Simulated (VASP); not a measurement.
# SnO (P4/nmm) in VASP: a series of runs, part 2 of 3

VASP 6.6.1. The steps go on from the part before.

### Step 4. Single point, r2SCAN

This run uses another cell than the first one, of 18.84 Å³/atom, 1.039 times its volume.

POSCAR

```
SnO
1.0
    3.8884925471      0.0000000000      0.0000000000
    0.0000000000      3.8884925471      0.0000000000
    0.0000000000      0.0000000000      4.9827594627
Sn O
2 2
Direct
    0.5000000000      0.0000000000      0.7646261400
    0.0000000000      0.5000000000      0.2353738600
    0.0000000000      0.0000000000      0.0000000000
    0.5000000000      0.5000000000      0.0000000000
```

INCAR.step1

```
ALGO = Normal
EDIFF = 1E-4
ENCUT = 520
GGA = PE
ISMEAR = -1
LASPH = True
LCHARG = False
LREAL = False
LWAVE = True
NBANDS = 28
NELM = 80
PREC = Accurate
SIGMA = 0.05
```

INCAR.step2

```
ALGO = Normal
EDIFF = 1E-6
ENCUT = 520
ISIF = 2
ISMEAR = -1
ISTART = 1
LASPH = True
LCHARG = False
LMIXTAU = True
LREAL = False
LWAVE = False
METAGGA = R2SCAN
NBANDS = 28
NELM = 80
PREC = Accurate
SIGMA = 0.05
```

KPOINTS

```
k-points
0
Gamma
  7 7 6
```

Potentials or basis: VASP PAW PBE potentials, release 64 (Sn_d, O).

Started as:

```console
cat potpaw_PBE.64/Sn_d/POTCAR potpaw_PBE.64/O/POTCAR > POTCAR
cp INCAR.step1 INCAR
mpirun -np 1 vasp_std > vasp.out
cp INCAR.step2 INCAR
mpirun -np 1 vasp_std > vasp.out
```

OUTCAR:

```text
EDIFF = 1E-6
   ENCUT = 520
   ISIF = 2
   ISMEAR = -1
   ISTART = 1
   LASPH = True
   LREAL = False
   METAGGA = R2SCAN
   NELM = 80
   PREC = Accurate

 ion  position               nearest neighbor table
   1  0.500  0.000  0.765-   3 2.27   4 2.27   4 2.27   3 2.27   2 3.61   2 3.61   2 3.61   2 3.61

   2  0.000  0.500  0.235-   3 2.27   4 2.27   3 2.27   4 2.27   1 3.61   1 3.61   1 3.61   1 3.61

   3  0.000  0.000  0.000-   1 2.27   2 2.27   2 2.27   1 2.27
   4  0.500  0.500  0.000-   1 2.27   2 2.27   1 2.27   2 2.27

  LATTYP: Found a simple tetragonal cell.
 ALAT       =     3.8884925471
 C/A-ratio  =     1.2814116016

  Lattice vectors:

 A1 = (   3.8884925471,   0.0000000000,   0.0000000000)
 A2 = (   0.0000000000,   3.8884925471,   0.0000000000)
 A3 = (   0.0000000000,   0.0000000000,   4.9827594627)

Analysis of symmetry for initial positions (statically):
=====================================================================
 Subroutine PRICEL returns:
 Original cell was already a primitive cell.

[... 169 lines left out ...]
  ext. energy  EPLUGINS =         0.00000000
  ---------------------------------------------------
  free energy    TOTEN  =       -66.84097905 eV

  energy without entropy =      -66.84096760  energy(sigma->0) =      -66.84097333

 E-fermi :   6.4322     XC(G=0): -10.5292

 val. band max:        6.0818564566   @ k =   0.0000   0.0000   0.0000
 cond. band min:       6.8149435288   @ k =   0.4286   0.4286   0.0000
 fundamental gap:      0.7330870723
 Fermi energy:         6.4322354862

 k-point     1 :       0.0000    0.0000    0.0000
  band No.  band energies     occupation
      1     -16.4625      2.00000
      2     -16.0513      2.00000
      3     -16.0370      2.00000
      4     -16.0370      2.00000
      5     -16.0106      2.00000
      6     -15.9825      2.00000
[... 733 lines left out ...]
     27      15.3756      0.00000
     28      16.2203      0.00000

 [... further k-points ...]
[... 5 lines left out ...]
  --------------------------------------------------------------------------------------
  -------------------------------------------------------------------------------------
  Total       -2.5337945     -2.5337945     -1.8989915      0.0000000      0.0000000      0.0000000
  in kB      -53.8827188    -53.8827188    -40.3832375      0.0000000      0.0000000      0.0000000
  external PRESSURE =     -49.3828917 kB  Pullay stress =       0.0000000 kB

 VOLUME and BASIS-vectors are now :
 -----------------------------------------------------------------------------
  energy-cutoff  :      520.00
  volume of cell :       75.34
      direct lattice vectors                 reciprocal lattice vectors
     3.888492547  0.000000000  0.000000000     0.257169067  0.000000000  0.000000000
     0.000000000  3.888492547  0.000000000     0.000000000  0.257169067  0.000000000
     0.000000000  0.000000000  4.982759463     0.000000000  0.000000000  0.200692008

 POSITION                                       TOTAL-FORCE (eV/Angst)
 -----------------------------------------------------------------------------------
      1.94425      0.00000      3.80995         0.000000     -0.000000      0.760299
      0.00000      1.94425      1.17281        -0.000000     -0.000000     -0.760299
      0.00000      0.00000      0.00000        -0.000000     -0.000000      0.000000
      1.94425      1.94425      0.00000        -0.000000      0.000000      0.000000
 -----------------------------------------------------------------------------------
    total drift:                                0.000000      0.000000      0.000000

  FREE ENERGIE OF THE ION-ELECTRON SYSTEM (eV)
  ---------------------------------------------------
  free  energy   TOTEN  =       -66.8409790530 eV

  energy  without entropy=      -66.8409676026  energy(sigma->0) =      -66.84097333
```

OSZICAR.step1:

```text
N       E                     dE             d eps       ncg     rms          rms(c)
DAV:   1     0.414220203097E+03    0.41422E+03   -0.19853E+04  2316   0.212E+03
DAV:   2     0.387202700755E+02   -0.37550E+03   -0.36123E+03  2296   0.534E+02
DAV:   3    -0.234062323198E+02   -0.62127E+02   -0.60806E+02  2632   0.180E+02
DAV:   4    -0.264802373599E+02   -0.30740E+01   -0.30581E+01  2500   0.431E+01
DAV:   5    -0.265538282968E+02   -0.73591E-01   -0.73581E-01  2484   0.727E+00    0.117E+01
DAV:   6    -0.227932273255E+02    0.37606E+01   -0.18507E+01  3612   0.463E+01    0.521E+00
DAV:   7    -0.227399126499E+02    0.53315E-01   -0.23356E+00  2652   0.888E+00    0.250E+00
DAV:   8    -0.227244418975E+02    0.15471E-01   -0.31328E-01  2600   0.357E+00    0.808E-01
DAV:   9    -0.227170832101E+02    0.73587E-02   -0.48662E-02  3576   0.204E+00    0.251E-01
DAV:  10    -0.227186651906E+02   -0.15820E-02   -0.89556E-03  2968   0.818E-01    0.174E-01
DAV:  11    -0.227180748407E+02    0.59035E-03   -0.32315E-03  3160   0.471E-01    0.249E-02
DAV:  12    -0.227181056618E+02   -0.30821E-04   -0.32897E-04  2252   0.122E-01
   1 F= -.22718106E+02 E0= -.22718078E+02  d E =-.560021E-04
```

It took 4.6 min on 1 thread of Intel Xeon 6975P-C (Granite Rapids), shared host; peak memory 0.23 GiB.

What came out:

```
Free energy            : -66.8410 eV
Pressure               : -4.9 GPa
Largest force          : 0.760 eV/Å
Band gap on the k mesh : 0.73 eV, indirect (least direct gap 2.31 eV)
```

Forces on the atoms (eV/Å):
```
Sn   0.000  0.000  0.760
Sn   0.000  0.000 -0.760
O    0.000  0.000  0.000
O    0.000  0.000  0.000
```

Caveat: the PAW data sets were made with another functional, which shifts forces and pressure a little; spin-orbit coupling is left out, which moves the levels of the heavy elements. r2SCAN opens gaps a little over a GGA but as a rule still falls short of measured ones.

### Step 5. Single point, PBE

This run uses another cell than the first one, of 13.11 Å³/atom, 0.723 times its volume.

INCAR

```
SYSTEM = SnO
PREC     = Accurate       ! precision mode
ENCUT    = 910            ! plane-wave cutoff, eV
EDIFF    = 1E-6           ! SCF threshold, eV
ISMEAR   = -1             ! smearing method
SIGMA    = 0.05           ! smearing width, eV
LREAL    = .False.        ! projectors in reciprocal space
LASPH    = .True.         ! aspherical terms in the spheres
NELM     = 120            ! most SCF steps
ALGO     = Normal         ! electronic algorithm
ISIF     = 2              ! what is computed and relaxed
LWAVE    = .False.        ! write WAVECAR
LCHARG   = .False.        ! write CHGCAR
GGA      = PE             ! functional
NBANDS   = 28             ! bands
GGA_COMPAT= .False.
```

KPOINTS

```
Automatic mesh
0
Gamma
  7 7 6
  0 0 0
```

POSCAR

```
SnO
1.0
    3.5946939874      0.0000000000      0.0000000000
    0.0000000000      3.5946939874      0.0000000000
    0.0000000000      0.0000000000      4.0579244305
Sn O
2 2
Direct
    0.5000000000      0.0000000000      0.7114534830
    0.0000000000      0.5000000000      0.2885465170
    0.0000000000      0.0000000000      0.0000000000
    0.5000000000      0.5000000000      0.0000000000
```

Potentials or basis: VASP PAW PBE potentials, release 64 (Sn_d, O_h).

Started as:

```console
cat potpaw_PBE.64/Sn_d/POTCAR potpaw_PBE.64/O_h/POTCAR > POTCAR
mpirun -np 1 vasp_std > vasp.out
```

OUTCAR:

```text
SYSTEM = SnO
   PREC = Accurate
   ENCUT = 910
   EDIFF = 1E-6
   ISMEAR = -1
   LREAL = .False.
   LASPH = .True.
   NELM = 120
   ISIF = 2
   GGA = PE

 ion  position               nearest neighbor table
   1  0.500  0.000  0.711-   3 2.15   4 2.15   4 2.15   3 2.15   2 3.07   2 3.07   2 3.07   2 3.07
                             2 3.46   2 3.46   2 3.46   2 3.46
   2  0.000  0.500  0.289-   3 2.15   4 2.15   3 2.15   4 2.15   1 3.07   1 3.07   1 3.07   1 3.07
                             1 3.46   1 3.46   1 3.46   1 3.46
   3  0.000  0.000  0.000-   1 2.15   2 2.15   2 2.15   1 2.15
   4  0.500  0.500  0.000-   1 2.15   2 2.15   1 2.15   2 2.15

  LATTYP: Found a simple tetragonal cell.
 ALAT       =     3.5946939874
 C/A-ratio  =     1.1288650563

  Lattice vectors:

 A1 = (   3.5946939874,   0.0000000000,   0.0000000000)
 A2 = (   0.0000000000,   3.5946939874,   0.0000000000)
 A3 = (   0.0000000000,   0.0000000000,   4.0579244305)

Analysis of symmetry for initial positions (statically):
=====================================================================
 Subroutine PRICEL returns:
 Original cell was already a primitive cell.

 Routine SETGRP: Setting up the symmetry group for a
 simple tetragonal supercell.

 Subroutine GETGRP returns: Found 16 space group operations
 (whereof  8 operations were pure point group operations)
 out of a pool of 16 trial point group operations.

The static configuration has the point symmetry D_2d.
 The point group associated with its full space group is D_4h.

Analysis of symmetry for dynamics (positions and initial velocities):
=====================================================================
 Subroutine PRICEL returns:
 Original cell was already a primitive cell.

 Routine SETGRP: Setting up the symmetry group for a
 simple tetragonal supercell.

 Subroutine GETGRP returns: Found 16 space group operations
 (whereof  8 operations were pure point group operations)
 out of a pool of 16 trial point group operations.

The dynamic configuration has the point symmetry D_2d.
 The point group associated with its full space group is D_4h.

 Subroutine INISYM returns: Found 16 space group operations
 (whereof  8 operations are pure point group operations),
 and found     1 'primitive' translations

----------------------------------------------------------------------------------------

                                     Primitive cell

  volume of cell :      52.4358

  direct lattice vectors                    reciprocal lattice vectors
     3.594693987  0.000000000  0.000000000     0.278187797  0.000000000  0.000000000
     0.000000000  3.594693987  0.000000000     0.000000000  0.278187797  0.000000000
     0.000000000  0.000000000  4.057924430     0.000000000  0.000000000  0.246431400

  length of vectors
     3.594693987  3.594693987  4.057924430     0.278187797  0.278187797  0.246431400

  position of ions in fractional coordinates (direct lattice)
     0.500000000  0.000000000  0.711453483
     0.000000000  0.500000000  0.288546517
     0.000000000  0.000000000  0.000000000
     0.500000000  0.500000000  0.000000000

  ion indices of the primitive-cell ions
   primitive index   ion index
                 1           1
                 2           2
                 3           3
                 4           4

----------------------------------------------------------------------------------------

 KPOINTS: Automatic mesh

Automatic generation of k-mesh.
 Grid dimensions read from file:
 generate k-points for:    7    7    6

 Generating k-lattice:

  Cartesian coordinates                     Fractional coordinates (reciprocal lattice)
     0.039741114  0.000000000  0.000000000     0.142857143  0.000000000  0.000000000
     0.000000000  0.039741114  0.000000000     0.000000000  0.142857143  0.000000000
     0.000000000  0.000000000  0.041071900     0.000000000  0.000000000  0.166666667

  Length of vectors
     0.039741114  0.039741114  0.041071900

  Shift w.r.t. Gamma in fractional coordinates (k-lattice)
     0.000000000  0.000000000  0.000000000

 Subroutine IBZKPT returns following result:
 ===========================================

 Found     40 irreducible k-points:

 Following reciprocal coordinates:
            Coordinates               Weight
  0.000000  0.000000  0.000000      1.000000
  0.142857  0.000000  0.000000      4.000000
  0.285714  0.000000  0.000000      4.000000
  0.428571  0.000000  0.000000      4.000000
  0.142857  0.142857  0.000000      4.000000
  0.285714  0.142857  0.000000      8.000000
[... 16 lines left out ...]
  0.285714  0.000000  0.333333      8.000000
  0.428571  0.000000  0.333333      8.000000
 [... further k-points ...]
   k-points           NKPTS =     40   k-points in BZ     NKDIM =     40   number of bands    NBANDS=     28
   number of dos      NEDOS =    301   number of ions     NIONS =      4
   total plane-waves  NPLWV =  51840
   dimension x,y,z NGX =    36 NGY =   36 NGZ =   40
   dimension x,y,z NGXF=    72 NGYF=   72 NGZF=   80
   ions per type =               2   2
   NGX,Y,Z   is equivalent  to a cutoff of  16.65, 16.65, 16.39 a.u.
   NGXF,Y,Z  is equivalent  to a cutoff of  33.30, 33.30, 32.77 a.u.
 SYSTEM =  SnO
   PREC   = accura    normal or accurate (medium, high low for compatibility)
   ISTART =      0    job   : 0-new  1-cont  2-samecut
   ICHARG =      2    charge: 1-file 2-atom 10-const
   ISPIN  =      1    spin polarized calculation?
   LNONCOLLINEAR =      F non collinear calculations
   LSORBIT =      F    spin-orbit coupling
   LASPH  =      T    aspherical Exc in radial PAW
   ENCUT  =  910.0 eV  66.88 Ry    8.18 a.u.   8.84  8.84  9.98*2*pi/ulx,y,z
   NELM   =    120;   NELMIN=  2; NELMDL= -5     # of ELM steps
   EDIFF  = 0.1E-05   stopping-criterion for ELM
   LREAL  =      F    real-space projection
   EDIFFG = 0.1E-04   stopping-criterion for IOM
   NSW    =      0    number of steps for IOM
   IBRION =     -1    ionic relax: 0-MD 1-quasi-New 2-CG
   NFREE  =      0    steps in history (QN), initial steepest desc. (CG)
   ISIF   =      2    stress and relaxation
   ISYM   =      2    0-nonsym 1-usesym 2-fastsym
   POTIM  = 0.5000    time-step for ionic-motion
   TEBEG  =    0.0;   TEEND  =   0.0 temperature during run
   PSTRESS=    0.0 pullay stress
   NELECT =      40.0000    total number of electrons
   NUPDOWN=      -1.0000    fix difference up-down
   EMIN   =  10.00;   EMAX   =-10.00  energy-range for DOS
   EFERMI =   0.00;   METHOD = LEGACY
   ISMEAR =    -1;   SIGMA  =   0.05  broadening in eV -4-tet -1-fermi 0-gaus
   EFERMI_NEDOS =   21; number of points for ismear=-14 and -15
   IALGO  =     38    algorithm
   IMIX   =      4    mixing-type and parameters
     AMIX     =   0.40;   BMIX     =  1.00
     AMIX_MAG =   1.60;   BMIX_MAG =  1.00
  volume/ion in A,a.u.               =      13.11        88.46
  Fermi-wavevector in a.u.,A,eV,Ry     =   1.495841  2.826730 30.443602  2.237542
  Thomas-Fermi vector in A             =   2.607934
   LORBIT       =      0    0 simple, 1 ext, 2 COOP (PROOUT), +10 PAW based schemes
   GGA     = PE    functional components
   LHFCALC =     F    Hartree Fock is set to
   AEXX    =    0.0000 exact exchange contribution
   IVDW    =     0    specifies the selected vdW correction
   LEPSILON=     F    determine dielectric tensor
   LRPA    =     F    only Hartree local field effects (RPA)
 non-spin polarized calculation
  energy-cutoff  :      910.00
  volume of cell :       52.44
 maximum number of plane-waves:      3300
 NGX is ok and might be reduce to    36
   NGX = 17   NGY = 17   NGZ = 19

 number of electron      40.0000000 magnetization

 Free energy of the ion-electron system (eV)
  ---------------------------------------------------
  ext. energy  EPLUGINS =         0.00000000
  ---------------------------------------------------
  free energy    TOTEN  =       -21.36452261 eV

  energy without entropy =      -21.35985688  energy(sigma->0) =      -21.36218974

 E-fermi :  11.4820     XC(G=0): -11.9436

 val. band max:       11.3491490369   @ k =   0.4286   0.4286   0.0000
 cond. band min:      11.5007201295   @ k =   0.4286   0.4286   0.1667
 fundamental gap:      0.1515710926
 Fermi energy:        11.4819930622

 k-point     1 :       0.0000    0.0000    0.0000
  band No.  band energies     occupation
      1     -11.3061      2.00000
      2     -10.6843      2.00000
      3     -10.6843      2.00000
      4     -10.6237      2.00000
      5     -10.6024      2.00000
      6     -10.5549      2.00000
[... 20 lines left out ...]
     27      19.0199      0.00000
[... 691 lines left out ...]
      6     -10.5368      2.00000
[... 20 lines left out ...]
     27      21.8086      0.00000
     28      22.4116      0.00000

 [... further k-points ...]
[... 5 lines left out ...]
  --------------------------------------------------------------------------------------
  -------------------------------------------------------------------------------------
  Total        9.8946626      9.8946626      9.9320805      0.0000000     -0.0000000      0.0000000
  in kB      302.3317554    302.3317554    303.4750602      0.0000000     -0.0000000      0.0000000
  external PRESSURE =     302.7128570 kB  Pullay stress =       0.0000000 kB

 VOLUME and BASIS-vectors are now :
 -----------------------------------------------------------------------------
  energy-cutoff  :      910.00
  volume of cell :       52.44
      direct lattice vectors                 reciprocal lattice vectors
     3.594693987  0.000000000  0.000000000     0.278187797  0.000000000  0.000000000
     0.000000000  3.594693987  0.000000000     0.000000000  0.278187797  0.000000000
     0.000000000  0.000000000  4.057924430     0.000000000  0.000000000  0.246431400

 POSITION                                       TOTAL-FORCE (eV/Angst)
 -----------------------------------------------------------------------------------
      1.79735      0.00000      2.88702         0.000000     -0.000000     -0.099119
      0.00000      1.79735      1.17090        -0.000000     -0.000000      0.099119
      0.00000      0.00000      0.00000         0.000000      0.000000     -0.000000
      1.79735      1.79735      0.00000         0.000000     -0.000000     -0.000000
 -----------------------------------------------------------------------------------
    total drift:                                0.000000      0.000000     -0.000000

  FREE ENERGIE OF THE ION-ELECTRON SYSTEM (eV)
  ---------------------------------------------------
  free  energy   TOTEN  =       -21.3645226089 eV

  energy  without entropy=      -21.3598568782  energy(sigma->0) =      -21.36218974
```

Run time: 78 s. Hardware: 1 thread of AMD EPYC 9R14 (Zen 4), shared host; peak memory 0.25 GiB.

Results:

- Free energy: -21.3645 eV
- Pressure: 30.3 GPa
- Largest force: 0.099 eV/Å
- Band gap on the k mesh: zero (band 20 reaches 11.92 eV, above the bottom of band 21 at 10.33 eV)

Forces in eV/Å, atoms in the order of the input:
```
Sn   0.000  0.000 -0.099
Sn   0.000  0.000  0.099
O    0.000  0.000  0.000
O    0.000  0.000  0.000
```

Levels at points of the mesh, in eV from the Fermi level:
| k point | band 18 | band 19 | band 20 | band 21 | band 22 | band 23 |
| --- | --- | --- | --- | --- | --- | --- |
| (0.00, 0.00, 0.00) | -3.58 | -3.58 | 0.34 | 3.83 | 3.83 | 3.88 |
| (0.00, 0.00, 0.50) | -3.59 | -2.57 | -0.77 | 1.43 | 1.43 | 2.19 |

Caveat: the cutoff is under 1.25 times the usual one of these potentials, so pressure, stress and relaxed cells hold a basis-set (Pulay) error; spin-orbit coupling is left out, which moves the levels of the heavy elements.

(Continued in part 3 of 3.)
